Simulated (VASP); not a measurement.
# C18Se in VASP: single point with PBEsol

Aim: the single point of C18Se with PBEsol.

Everything below comes from runs of VASP 6.6.1. Logs are shortened: lines on timing, memory, paths and dates and some standing lists are left out, and cuts for length are marked.

## (1) The cell of the first run

The cell holds a slab with vacuum, 19 atoms: a = 7.398 Å, b = 7.398 Å, c = 11.000 Å, α = 90.00°, β = 90.00°, γ = 120.00°.

## (2) Single point, PBEsol

INCAR

```
PREC     = Accurate       # precision mode
ENCUT    = 520            # plane-wave cutoff, eV
EDIFF    = 1E-7           # SCF threshold, eV
ISMEAR   = 0              # smearing method
SIGMA    = 0.02           # smearing width, eV
LREAL    = Auto         
LASPH    = T              # aspherical terms in the spheres
NELM     = 80             # most SCF steps
ALGO     = Normal         # electronic algorithm
ISIF     = 2              # what is computed and relaxed
LWAVE    = F              # write WAVECAR
LCHARG   = T              # write CHGCAR
GGA      = PS             # functional
LELF     = T              # ELF
LVHAR    = T            
NBANDS   = 54             # bands
```

KPOINTS

```
Automatic mesh
0
Gamma
  2 2 1
```

POSCAR

```
C18Se
1.0
    7.3980000000      0.0000000000      0.0000000000
   -3.6990000000      6.4068560000      0.0000000000
    0.0000000000      0.0000000000     11.0000000000
C Se
18 1
Direct
    0.0020459503      0.0037864126      0.0853280000
    0.2253839326      0.1165215825      0.0848750909
    0.0020637920      0.3376793547      0.1073136364
    0.2282728843      0.4512892127      0.0961735455
    0.0024098336      0.6717912811      0.0853421818
    0.2251732507      0.7825103296      0.0841793636
    0.3363316052      0.0050814315      0.0832565455
    0.5584866373      0.1162830880      0.0858410909
    0.3367186281      0.3376429874      0.0888519091
    0.5584829208      0.4494778718      0.0873363636
    0.3364812624      0.6723561447      0.0878835455
    0.5587134838      0.7827457024      0.0864659091
    0.6686841016      0.0035352753      0.0868391818
    0.8899189142      0.1118508048      0.0922308182
    0.6684244297      0.3382968183      0.0878033636
    0.8904074279      0.4518821712      0.0931059091
    0.6694920875      0.6716278624      0.0874243636
    0.8910297720      0.7824983112      0.0846133636
    0.0191388330      0.3480081338      0.2964994545
```

Potentials or basis: VASP PAW PBE potentials, release 64 (C, Se).

On the command line:

```console
$ cat potpaw_PBE.64/C/POTCAR potpaw_PBE.64/Se/POTCAR > POTCAR
$ mpirun -np 1 vasp_std > vasp.out
```

OUTCAR:

```text
PREC = Accurate
   ENCUT = 520
   EDIFF = 1E-7
   ISMEAR = 0
   LREAL = Auto
   LASPH = T
   NELM = 80
   ISIF = 2
   GGA = PS

 ion  position               nearest neighbor table
   1  0.002  0.004  0.085-  14 1.41  18 1.42   2 1.43
   2  0.225  0.117  0.085-   9 1.42   7 1.42   1 1.43
   3  0.002  0.338  0.107-   4 1.45  16 1.46  14 1.46  19 2.08
   4  0.228  0.451  0.096-  11 1.42   9 1.43   3 1.45
   5  0.002  0.672  0.085-  16 1.41  18 1.42   6 1.43
   6  0.225  0.783  0.084-  11 1.42   7 1.43   5 1.43
   7  0.336  0.005  0.083-   8 1.42   2 1.42   6 1.43
   8  0.558  0.116  0.086-  15 1.42   7 1.42  13 1.43
   9  0.337  0.338  0.089-   2 1.42  10 1.42   4 1.43
  10  0.558  0.449  0.087-  15 1.42   9 1.42  17 1.42
  11  0.336  0.672  0.088-   4 1.42   6 1.42  12 1.42
  12  0.559  0.783  0.086-  13 1.41  17 1.42  11 1.42
  13  0.669  0.004  0.087-  12 1.41  14 1.42   8 1.43
  14  0.890  0.112  0.092-   1 1.41  13 1.42   3 1.46
  15  0.668  0.338  0.088-  10 1.42   8 1.42  16 1.42
  16  0.890  0.452  0.093-   5 1.41  15 1.42   3 1.46
  17  0.669  0.672  0.087-  18 1.42  12 1.42  10 1.42
  18  0.891  0.782  0.085-   1 1.42  17 1.42   5 1.42
  19  0.019  0.348  0.296-   3 2.08

  LATTYP: Found a hexagonal cell.
 ALAT       =     7.3980000000
 C/A-ratio  =     1.4868883482

  Lattice vectors:

 A1 = (   7.3980000000,   0.0000000000,   0.0000000000)
 A2 = (  -3.6990000000,   6.4068560000,   0.0000000000)
 A3 = (   0.0000000000,   0.0000000000,  11.0000000000)

Analysis of symmetry for initial positions (statically):
=====================================================================
 Subroutine PRICEL returns:
 Original cell was already a primitive cell.

 Routine SETGRP: Setting up the symmetry group for a
 hexagonal supercell.

 Subroutine GETGRP returns: Found  1 space group operations
 (whereof  1 operations were pure point group operations)
 out of a pool of 24 trial point group operations.

The static configuration has the point symmetry C_1 .

Analysis of symmetry for dynamics (positions and initial velocities):
=====================================================================
 Subroutine PRICEL returns:
 Original cell was already a primitive cell.

 Routine SETGRP: Setting up the symmetry group for a
 hexagonal supercell.

 Subroutine GETGRP returns: Found  1 space group operations
 (whereof  1 operations were pure point group operations)
 out of a pool of 24 trial point group operations.

The dynamic configuration has the point symmetry C_1 .

 Subroutine INISYM returns: Found  1 space group operations
 (whereof  1 operations are pure point group operations),
 and found     1 'primitive' translations

----------------------------------------------------------------------------------------

                                     Primitive cell

  volume of cell :     521.3771

  direct lattice vectors                    reciprocal lattice vectors
     7.398000000  0.000000000  0.000000000     0.135171668  0.078041398  0.000000000
    -3.699000000  6.406856000  0.000000000     0.000000000  0.156082796  0.000000000
     0.000000000  0.000000000 11.000000000     0.000000000  0.000000000  0.090909091

  length of vectors
     7.398000000  7.398000054 11.000000000     0.156082797  0.156082796  0.090909091

  position of ions in fractional coordinates (direct lattice)
     0.002045950  0.003786413  0.085328000
     0.225383933  0.116521582  0.084875091
     0.002063792  0.337679355  0.107313636
     0.228272884  0.451289213  0.096173546
     0.002409834  0.671791281  0.085342182
     0.225173251  0.782510330  0.084179364
[... 11 lines left out ...]
     0.891029772  0.782498311  0.084613364
     0.019138833  0.348008134  0.296499455

  ion indices of the primitive-cell ions
   primitive index   ion index
                 1           1
                 2           2
                 3           3
                 4           4
                 5           5
                 6           6
[... 11 lines left out ...]
                18          18
                19          19

----------------------------------------------------------------------------------------

 KPOINTS: Automatic mesh

Automatic generation of k-mesh.
 Grid dimensions read from file:
 generate k-points for:    2    2    1

 Generating k-lattice:

  Cartesian coordinates                     Fractional coordinates (reciprocal lattice)
     0.067585834  0.039020699  0.000000000     0.500000000 -0.000000000  0.000000000
     0.000000000  0.078041398  0.000000000     0.000000000  0.500000000  0.000000000
     0.000000000  0.000000000  0.090909091     0.000000000  0.000000000  1.000000000

  Length of vectors
     0.078041399  0.078041398  0.090909091

  Shift w.r.t. Gamma in fractional coordinates (k-lattice)
     0.000000000  0.000000000  0.000000000

 Subroutine IBZKPT returns following result:
 ===========================================

 Found      4 irreducible k-points:

 Following reciprocal coordinates:
            Coordinates               Weight
  0.000000  0.000000  0.000000      1.000000
  0.500000 -0.000000  0.000000      1.000000
  0.000000  0.500000  0.000000      1.000000
  0.500000  0.500000  0.000000      1.000000
   k-points           NKPTS =      4   k-points in BZ     NKDIM =      4   number of bands    NBANDS=     54
   number of dos      NEDOS =    301   number of ions     NIONS =     19
   total plane-waves  NPLWV = 263424
   dimension x,y,z NGX =    56 NGY =   56 NGZ =   84
   dimension x,y,z NGXF=   112 NGYF=  112 NGZF=  168
   ions per type =              18   1
   NGX,Y,Z   is equivalent  to a cutoff of  12.58, 12.58, 12.70 a.u.
   NGXF,Y,Z  is equivalent  to a cutoff of  25.17, 25.17, 25.39 a.u.
 SYSTEM =  unknown system
   PREC   = accura    normal or accurate (medium, high low for compatibility)
   ISTART =      0    job   : 0-new  1-cont  2-samecut
   ICHARG =      2    charge: 1-file 2-atom 10-const
   ISPIN  =      1    spin polarized calculation?
   LNONCOLLINEAR =      F non collinear calculations
   LSORBIT =      F    spin-orbit coupling
   LASPH  =      T    aspherical Exc in radial PAW
   ENCUT  =  520.0 eV  38.22 Ry    6.18 a.u.  13.76 13.76 20.45*2*pi/ulx,y,z
   NELM   =     80;   NELMIN=  2; NELMDL= -5     # of ELM steps
   EDIFF  = 0.1E-06   stopping-criterion for ELM
   LREAL  =      T    real-space projection
   EDIFFG = 0.1E-05   stopping-criterion for IOM
   NSW    =      0    number of steps for IOM
   IBRION =     -1    ionic relax: 0-MD 1-quasi-New 2-CG
   NFREE  =      0    steps in history (QN), initial steepest desc. (CG)
   ISIF   =      2    stress and relaxation
   ISYM   =      2    0-nonsym 1-usesym 2-fastsym
   POTIM  = 0.5000    time-step for ionic-motion
   TEBEG  =    0.0;   TEEND  =   0.0 temperature during run
   PSTRESS=    0.0 pullay stress
   NELECT =      78.0000    total number of electrons
   NUPDOWN=      -1.0000    fix difference up-down
   EMIN   =  10.00;   EMAX   =-10.00  energy-range for DOS
   EFERMI =   0.00;   METHOD = LEGACY
   ISMEAR =     0;   SIGMA  =   0.02  broadening in eV -4-tet -1-fermi 0-gaus
   EFERMI_NEDOS =   21; number of points for ismear=-14 and -15
   IALGO  =     38    algorithm
   IMIX   =      4    mixing-type and parameters
     AMIX     =   0.40;   BMIX     =  1.00
     AMIX_MAG =   1.60;   BMIX_MAG =  1.00
  volume/ion in A,a.u.               =      27.44       185.18
  Fermi-wavevector in a.u.,A,eV,Ry     =   0.869072  1.642308 10.276289  0.755286
  Thomas-Fermi vector in A             =   1.987841
   LORBIT       =      0    0 simple, 1 ext, 2 COOP (PROOUT), +10 PAW based schemes
   GGA     = PS    functional components
   LHFCALC =     F    Hartree Fock is set to
   AEXX    =    0.0000 exact exchange contribution
   IVDW    =     0    specifies the selected vdW correction
   LEPSILON=     F    determine dielectric tensor
   LRPA    =     F    only Hartree local field effects (RPA)
 non-spin polarized calculation
 Gauss-broadening in eV      SIGMA  =   0.02
  energy-cutoff  :      520.00
  volume of cell :      521.38
 maximum number of plane-waves:     14099
 NGX is ok and might be reduce to    56
   NGX = 27   NGY = 27   NGZ = 41

 number of electron      78.0000000 magnetization

 Free energy of the ion-electron system (eV)
  ---------------------------------------------------
  ext. energy  EPLUGINS =         0.00000000
  ---------------------------------------------------
  free energy    TOTEN  =      -174.54549284 eV

  energy without entropy =     -174.54549271  energy(sigma->0) =     -174.54549278

 E-fermi :  -1.4194     XC(G=0):  -4.5176

 val. band max:       -1.4847637460   @ k =   0.0000   0.0000   0.0000
 cond. band min:      -1.3540904810   @ k =   0.0000   0.0000   0.0000
 fundamental gap:      0.1306732650
 Fermi energy:        -1.4194270249

 k-point     1 :       0.0000    0.0000    0.0000
  band No.  band energies     occupation
      1     -21.1740      2.00000
      2     -18.9326      2.00000
      3     -18.5695      2.00000
      4     -18.5557      2.00000
      5     -18.4690      2.00000
      6     -18.4523      2.00000
[... 43 lines left out ...]
     50       3.4739      0.00000
     51       4.3956      0.00000

 k-point     2 :       0.5000   -0.0000    0.0000
  band No.  band energies     occupation
      1     -20.6259      2.00000
      2     -20.4134      2.00000
      3     -19.2542      2.00000
      4     -19.1514      2.00000
      5     -16.9215      2.00000
      6     -16.7082      2.00000
[... 43 lines left out ...]
     50       4.4630      0.00000
     51       4.7380      0.00000

 k-point     3 :       0.0000    0.5000    0.0000
  band No.  band energies     occupation
      1     -20.6358      2.00000
      2     -20.4010      2.00000
      3     -19.2679      2.00000
      4     -19.1367      2.00000
      5     -16.9471      2.00000
      6     -16.6967      2.00000
[... 43 lines left out ...]
     50       4.4418      0.00000
     51       4.7119      0.00000

 k-point     4 :       0.5000    0.5000    0.0000
  band No.  band energies     occupation
      1     -20.6346      2.00000
      2     -20.4022      2.00000
      3     -19.2598      2.00000
      4     -19.1469      2.00000
      5     -16.9360      2.00000
      6     -16.7067      2.00000
[... 43 lines left out ...]
     50       4.4342      0.00000
     51       4.7147      0.00000
 [bands above 51 left out]

------------------------ aborting loop because EDIFF is reached ----------------------------------------

  FORCE on cell =-STRESS in cart. coord.  units (eV):
  Direction    XX          YY          ZZ          XY          YZ          ZX
  --------------------------------------------------------------------------------------
  -------------------------------------------------------------------------------------
  Total       -0.1266126     -1.2261875     -0.0307675      0.7592490      0.0418484      0.1573677
  in kB       -0.3890771     -3.7680399     -0.0945477      2.3331511      0.1285988      0.4835867
  external PRESSURE =      -1.4172216 kB  Pullay stress =       0.0000000 kB

 VOLUME and BASIS-vectors are now :
 -----------------------------------------------------------------------------
  energy-cutoff  :      520.00
  volume of cell :      521.38
      direct lattice vectors                 reciprocal lattice vectors
     7.398000000  0.000000000  0.000000000     0.135171668  0.078041398  0.000000000
    -3.699000000  6.406856000  0.000000000     0.000000000  0.156082796  0.000000000
     0.000000000  0.000000000 11.000000000     0.000000000  0.000000000  0.090909091

 POSITION                                       TOTAL-FORCE (eV/Angst)
 -----------------------------------------------------------------------------------
      0.00113      0.02426      0.93861        -0.148844      0.077941     -0.010299
      1.23638      0.74654      0.93363         0.051885      0.089146      0.003812
     -1.23381      2.16346      1.18045        -0.071051     -0.025410     -0.069987
      0.01944      2.89135      1.05791        -0.001307     -0.090604      0.138506
     -2.46713      4.30407      0.93876        -0.119868     -0.124363      0.001625
     -1.22867      5.01343      0.92597         0.174233      0.008666      0.011519
[... 11 lines left out ...]
      3.69738      5.01335      0.93075         0.009637     -0.072966     -0.023136
     -1.14569      2.22964      3.26149         0.065661      0.026594      0.043843
 -----------------------------------------------------------------------------------
    total drift:                                0.007592     -0.002893      0.024175

  FREE ENERGIE OF THE ION-ELECTRON SYSTEM (eV)
  ---------------------------------------------------
  free  energy   TOTEN  =      -174.5454928415 eV

  energy  without entropy=     -174.5454927107  energy(sigma->0) =     -174.54549278
```

It took 8.8 min on 1 thread of Intel Xeon 8259CL, shared host; peak memory 0.57 GiB.

What came out:

| Item | Value |
| --- | --- |
| Free energy | -174.5455 eV |
| Largest force | 0.194 eV/Å |
| Band gap on the k mesh | 0.13 eV |

Forces in eV/Å, atoms in the order of the input:
```
C   -0.149  0.078 -0.010
C    0.052  0.089  0.004
C   -0.071 -0.025 -0.070
C   -0.001 -0.091  0.139
C   -0.120 -0.124  0.002
C    0.174  0.009  0.012
C    0.016  0.001 -0.002
C    0.022 -0.074 -0.003
C   -0.067 -0.104 -0.034
C    0.131 -0.005 -0.008
C   -0.123  0.121 -0.034
C    0.022  0.069 -0.006
C   -0.109 -0.068  0.002
C    0.192 -0.024  0.006
C   -0.086  0.077  0.007
C    0.019  0.118 -0.032
C    0.024  0.000  0.008
C    0.010 -0.073 -0.023
Se   0.066  0.027  0.044
```

Caveat: the k points lie up to 0.49 Å⁻¹ apart; there is no dipole correction, which matters where the two faces differ; semilocal functionals underestimate gaps, and a narrow one can read as zero; the PAW data sets were made with another functional, which shifts forces and pressure a little.
